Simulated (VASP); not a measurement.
# Ca3SiSe (Amm2) in VASP: single point with PBE

Aim: the single point of Ca3SiSe with PBE.

Program: VASP 6.6.1. These are calculated values, not measurements. Logs are shortened: lines on timing, memory, paths and dates and some standing lists are left out, and cuts for length are marked.

**1. The cell of the first run**

Symmetry: Amm2, No. 38, orthorhombic system. Conventional cell: a = 5.495 Å, b = 7.709 Å, c = 8.497 Å, α = 90.00°, β = 90.00°, γ = 90.00°. Within 3.7 Å of Ca (site symmetry m) lie 2 Si at 2.81 to 2.98 Å and 2 Se at 3.31 Å and 1 Ca at 3.36 Å. Within 3.6 Å of Ca (site symmetry mm2) lie 2 Si at 2.77 Å and 1 Se at 2.89 Å. Within 3.6 Å of Si (site symmetry mm2) lie 6 Ca at 2.77 to 2.98 Å. Within 3.8 Å of Se (site symmetry mm2) lie 5 Ca at 2.89 to 3.31 Å.

The cell was built from a structure type or drawn by symmetry, and may not be a known phase.

**2. Single point, PBE**

The input, INCAR:

```
SYSTEM = Ca3SiSe
PREC = Accurate ; ENCUT = 520
EDIFF = 1E-7 ; ISMEAR = 0
SIGMA = 0.01 ; LREAL = .FALSE.
LASPH = .TRUE. ; NELM = 100
ALGO = Fast ; ISIF = 2
LWAVE = .FALSE. ; LCHARG = .FALSE.
GGA = PE ; NBANDS = 28
```

The input, KPOINTS:

```
regular mesh
0
G
  8 6 6
  0 0 0
```

The input, POSCAR:

```
Ca3SiSe
1.0
    5.4945103141      0.0000000000      0.0000000000
    0.0000000000      3.8542907690      4.2482632597
    0.0000000000     -3.8542907690      4.2482632597
Ca Si Se
3 1 1
Direct
    0.5000000000      0.9870531294      0.4232032083
    0.5000000000      0.4232032083      0.9870531294
    0.0000000000      0.4570593378      0.4570593378
    0.5000000000      0.4954277066      0.4954277066
    0.0000000000      0.1171566380      0.1171566380
```

Potentials or basis: VASP PAW PBE potentials, release 64 (Ca_sv, Si, Se).

Run with:

```bash
cat potpaw_PBE.64/Ca_sv/POTCAR potpaw_PBE.64/Si/POTCAR potpaw_PBE.64/Se/POTCAR > POTCAR
mpirun -np 1 vasp_std > vasp.out
```

OUTCAR:

```text
SYSTEM = Ca3SiSe
   PREC = Accurate
   ENCUT = 520
   EDIFF = 1E-7
   ISMEAR = 0
   LREAL = .FALSE.
   LASPH = .TRUE.
   NELM = 100
   ISIF = 2
   GGA = PE

 ion  position               nearest neighbor table
   1  0.500  0.987  0.423-   4 2.81   4 2.98
   2  0.500  0.423  0.987-   4 2.81   4 2.98
   3  0.000  0.457  0.457-   4 2.77   4 2.77   5 2.89
   4  0.500  0.495  0.495-   3 2.77   3 2.77   1 2.81   2 2.81   1 2.98   2 2.98
   5  0.000  0.117  0.117-   3 2.89

  LATTYP: Found a base centered orthorhombic cell.
 ALAT       =     7.7085815380
 B/A-ratio  =     1.1022165982
 C/A-ratio  =     0.7127783869

  Lattice vectors:

 A1 = (   0.0000000000,   3.8542907690,  -4.2482632597)
 A2 = (   0.0000000000,   3.8542907690,   4.2482632597)
 A3 = (   5.4945103141,   0.0000000000,   0.0000000000)

Analysis of symmetry for initial positions (statically):
=====================================================================
 Subroutine PRICEL returns:
 Original cell was already a primitive cell.

 Routine SETGRP: Setting up the symmetry group for a
 base centered orthorhombic supercell.

 Subroutine GETGRP returns: Found  4 space group operations
 (whereof  4 operations were pure point group operations)
 out of a pool of  8 trial point group operations.

The static configuration has the point symmetry C_2v.

Analysis of symmetry for dynamics (positions and initial velocities):
=====================================================================
 Subroutine PRICEL returns:
 Original cell was already a primitive cell.

 Routine SETGRP: Setting up the symmetry group for a
 base centered orthorhombic supercell.

 Subroutine GETGRP returns: Found  4 space group operations
 (whereof  4 operations were pure point group operations)
 out of a pool of  8 trial point group operations.

The dynamic configuration has the point symmetry C_2v.

 Subroutine INISYM returns: Found  4 space group operations
 (whereof  4 operations are pure point group operations),
 and found     1 'primitive' translations

----------------------------------------------------------------------------------------

                                     Primitive cell

  volume of cell :     179.9347

  direct lattice vectors                    reciprocal lattice vectors
     5.494510314  0.000000000  0.000000000     0.181999840  0.000000000  0.000000000
     0.000000000  3.854290769  4.248263260     0.000000000  0.129725553  0.117695154
     0.000000000 -3.854290769  4.248263260     0.000000000 -0.129725553  0.117695154

  length of vectors
     5.494510314  5.736139648  5.736139648     0.181999840  0.175159551  0.175159551

  position of ions in fractional coordinates (direct lattice)
     0.500000000  0.987053129  0.423203208
     0.500000000  0.423203208  0.987053129
     0.000000000  0.457059338  0.457059338
     0.500000000  0.495427707  0.495427707
     0.000000000  0.117156638  0.117156638

  ion indices of the primitive-cell ions
   primitive index   ion index
                 1           1
                 2           2
                 3           3
                 4           4
                 5           5

----------------------------------------------------------------------------------------

 KPOINTS: regular mesh

Automatic generation of k-mesh.
 Grid dimensions read from file:
 generate k-points for:    8    6    6

 Generating k-lattice:

  Cartesian coordinates                     Fractional coordinates (reciprocal lattice)
     0.022749980  0.000000000  0.000000000     0.125000000  0.000000000  0.000000000
     0.000000000  0.021620925  0.019615859     0.000000000  0.166666667  0.000000000
     0.000000000 -0.021620925  0.019615859     0.000000000  0.000000000  0.166666667

  Length of vectors
     0.022749980  0.029193259  0.029193259

  Shift w.r.t. Gamma in fractional coordinates (k-lattice)
     0.000000000  0.000000000  0.000000000

 Subroutine IBZKPT returns following result:
 ===========================================

 Found     65 irreducible k-points:

 Following reciprocal coordinates:
            Coordinates               Weight
  0.000000  0.000000  0.000000      1.000000
  0.125000  0.000000  0.000000      2.000000
  0.250000  0.000000  0.000000      2.000000
  0.375000  0.000000  0.000000      2.000000
  0.500000  0.000000  0.000000      1.000000
  0.000000  0.166667  0.000000      4.000000
[... 16 lines left out ...]
  0.250000  0.166667  0.166667      4.000000
  0.375000  0.166667  0.166667      4.000000
 [... further k-points ...]
   k-points           NKPTS =     65   k-points in BZ     NKDIM =     65   number of bands    NBANDS=     28
   number of dos      NEDOS =    301   number of ions     NIONS =      5
   total plane-waves  NPLWV =  96768
   dimension x,y,z NGX =    42 NGY =   48 NGZ =   48
   dimension x,y,z NGXF=    84 NGYF=   96 NGZF=   96
   ions per type =               3   1   1
   NGX,Y,Z   is equivalent  to a cutoff of  12.71, 13.91, 13.91 a.u.
   NGXF,Y,Z  is equivalent  to a cutoff of  25.42, 27.82, 27.82 a.u.
 SYSTEM =  Ca3SiSe
   PREC   = accura    normal or accurate (medium, high low for compatibility)
   ISTART =      0    job   : 0-new  1-cont  2-samecut
   ICHARG =      2    charge: 1-file 2-atom 10-const
   ISPIN  =      1    spin polarized calculation?
   LNONCOLLINEAR =      F non collinear calculations
   LSORBIT =      F    spin-orbit coupling
   LASPH  =      T    aspherical Exc in radial PAW
   ENCUT  =  520.0 eV  38.22 Ry    6.18 a.u.  10.22 10.67 10.67*2*pi/ulx,y,z
   NELM   =    100;   NELMIN=  2; NELMDL= -5     # of ELM steps
   EDIFF  = 0.1E-06   stopping-criterion for ELM
   LREAL  =      F    real-space projection
   EDIFFG = 0.1E-05   stopping-criterion for IOM
   NSW    =      0    number of steps for IOM
   IBRION =     -1    ionic relax: 0-MD 1-quasi-New 2-CG
   NFREE  =      0    steps in history (QN), initial steepest desc. (CG)
   ISIF   =      2    stress and relaxation
   ISYM   =      2    0-nonsym 1-usesym 2-fastsym
   POTIM  = 0.5000    time-step for ionic-motion
   TEBEG  =    0.0;   TEEND  =   0.0 temperature during run
   PSTRESS=    0.0 pullay stress
   NELECT =      40.0000    total number of electrons
   NUPDOWN=      -1.0000    fix difference up-down
   EMIN   =  10.00;   EMAX   =-10.00  energy-range for DOS
   EFERMI =   0.00;   METHOD = LEGACY
   ISMEAR =     0;   SIGMA  =   0.01  broadening in eV -4-tet -1-fermi 0-gaus
   EFERMI_NEDOS =   21; number of points for ismear=-14 and -15
   IALGO  =     68    algorithm
   IMIX   =      4    mixing-type and parameters
     AMIX     =   0.40;   BMIX     =  1.00
     AMIX_MAG =   1.60;   BMIX_MAG =  1.00
  volume/ion in A,a.u.               =      35.99       242.85
  Fermi-wavevector in a.u.,A,eV,Ry     =   0.991722  1.874082 13.381495  0.983512
  Thomas-Fermi vector in A             =   2.123483
   LORBIT       =      0    0 simple, 1 ext, 2 COOP (PROOUT), +10 PAW based schemes
   GGA     = PE    functional components
   LHFCALC =     F    Hartree Fock is set to
   AEXX    =    0.0000 exact exchange contribution
   IVDW    =     0    specifies the selected vdW correction
   LEPSILON=     F    determine dielectric tensor
   LRPA    =     F    only Hartree local field effects (RPA)
 non-spin polarized calculation
 RMM-DIIS sequential band-by-band and
 Gauss-broadening in eV      SIGMA  =   0.01
  energy-cutoff  :      520.00
  volume of cell :      179.93
 maximum number of plane-waves:      4890
 NGX is ok and might be reduce to    42
   NGX = 21   NGY = 21   NGZ = 21

 number of electron      40.0000000 magnetization

 Free energy of the ion-electron system (eV)
  ---------------------------------------------------
  ext. energy  EPLUGINS =         0.00000000
  ---------------------------------------------------
  free energy    TOTEN  =       -18.26333465 eV

  energy without entropy =      -18.26333465  energy(sigma->0) =      -18.26333465

 E-fermi :   2.0160     XC(G=0):  -7.6277

 val. band max:        1.9747442259   @ k =   0.0000   0.0000   0.0000
 cond. band min:       2.0575628726   @ k =   0.0000   0.0000   0.0000
 fundamental gap:      0.0828186467
 Fermi energy:         2.0159809927

 k-point     1 :       0.0000    0.0000    0.0000
  band No.  band energies     occupation
      1     -39.5795      2.00000
      2     -39.5617      2.00000
      3     -38.9463      2.00000
      4     -20.7536      2.00000
      5     -20.6535      2.00000
      6     -20.6152      2.00000
[... 20 lines left out ...]
     27       5.5409      0.00000
     28       5.6715      0.00000

 k-point     2 :       0.1250    0.0000    0.0000
  band No.  band energies     occupation
      1     -39.5794      2.00000
      2     -39.5617      2.00000
      3     -38.9463      2.00000
      4     -20.7535      2.00000
      5     -20.6534      2.00000
      6     -20.6154      2.00000
[... 20 lines left out ...]
     27       5.2725      0.00000
     28       5.5603      0.00000

 k-point     3 :       0.2500    0.0000    0.0000
  band No.  band energies     occupation
      1     -39.5794      2.00000
      2     -39.5617      2.00000
      3     -38.9463      2.00000
      4     -20.7531      2.00000
      5     -20.6533      2.00000
      6     -20.6159      2.00000
[... 20 lines left out ...]
     27       5.0604      0.00000
     28       5.5619      0.00000

 k-point     4 :       0.3750    0.0000    0.0000
  band No.  band energies     occupation
      1     -39.5794      2.00000
      2     -39.5617      2.00000
      3     -38.9463      2.00000
      4     -20.7528      2.00000
      5     -20.6532      2.00000
      6     -20.6163      2.00000
[... 578 lines left out ...]
     27       5.2678      0.00000
     28       5.6254      0.00000

 k-point    23 :       0.2500    0.1667    0.1667
  band No.  band energies     occupation
      1     -39.5790      2.00000
      2     -39.5621      2.00000
      3     -38.9463      2.00000
      4     -20.7551      2.00000
      5     -20.6493      2.00000
      6     -20.6152      2.00000
[... 20 lines left out ...]
     27       5.0767      0.00000
     28       5.4891      0.00000

 k-point    24 :       0.3750    0.1667    0.1667
  band No.  band energies     occupation
      1     -39.5790      2.00000
      2     -39.5620      2.00000
      3     -38.9463      2.00000
      4     -20.7548      2.00000
      5     -20.6492      2.00000
      6     -20.6160      2.00000
[... 20 lines left out ...]
     27       5.0476      0.00000
     28       5.3544      0.00000

 [... further k-points ...]
[... 5 lines left out ...]
  --------------------------------------------------------------------------------------
  -------------------------------------------------------------------------------------
  Total        0.0966274      0.0430721      0.1001783      0.0000000      0.0000000      0.0000000
  in kB        0.8603914      0.3835234      0.8920095      0.0000000      0.0000000      0.0000000
  external PRESSURE =       0.7119748 kB  Pullay stress =       0.0000000 kB

 VOLUME and BASIS-vectors are now :
 -----------------------------------------------------------------------------
  energy-cutoff  :      520.00
  volume of cell :      179.93
      direct lattice vectors                 reciprocal lattice vectors
     5.494510314  0.000000000  0.000000000     0.181999840  0.000000000  0.000000000
     0.000000000  3.854290769  4.248263260     0.000000000  0.129725553  0.117695154
     0.000000000 -3.854290769  4.248263260     0.000000000 -0.129725553  0.117695154

 POSITION                                       TOTAL-FORCE (eV/Angst)
 -----------------------------------------------------------------------------------
      2.74726      2.17324      5.99114         0.000000     -0.000379      0.002824
      2.74726     -2.17324      5.99114         0.000000      0.000379      0.002824
      0.00000      0.00000      3.88342         0.000000     -0.000000      0.009236
      2.74726      0.00000      4.20941         0.000000     -0.000000     -0.000106
      0.00000      0.00000      0.99542         0.000000     -0.000000     -0.014778
 -----------------------------------------------------------------------------------
    total drift:                                0.000000     -0.000000     -0.000643

  FREE ENERGIE OF THE ION-ELECTRON SYSTEM (eV)
  ---------------------------------------------------
  free  energy   TOTEN  =       -18.2633346523 eV

  energy  without entropy=      -18.2633346523  energy(sigma->0) =      -18.26333465
```

Run time: 8.1 min. Hardware: 1 thread of AMD EPYC 9R45 (Zen 5), shared host; peak memory 0.48 GiB.

Results:

| Property | Result |
| --- | --- |
| Free energy | -18.2633 eV |
| Pressure | 0.1 GPa |
| Largest force | 0.015 eV/Å |
| Band gap on the k mesh | 0.08 eV |

Forces in eV/Å, atoms in the order of the input:
```
Ca   0.000  0.000  0.003
Ca   0.000  0.000  0.003
Ca   0.000  0.000  0.009
Si   0.000  0.000  0.000
Se   0.000  0.000 -0.015
```

A k mesh can miss the band edges.
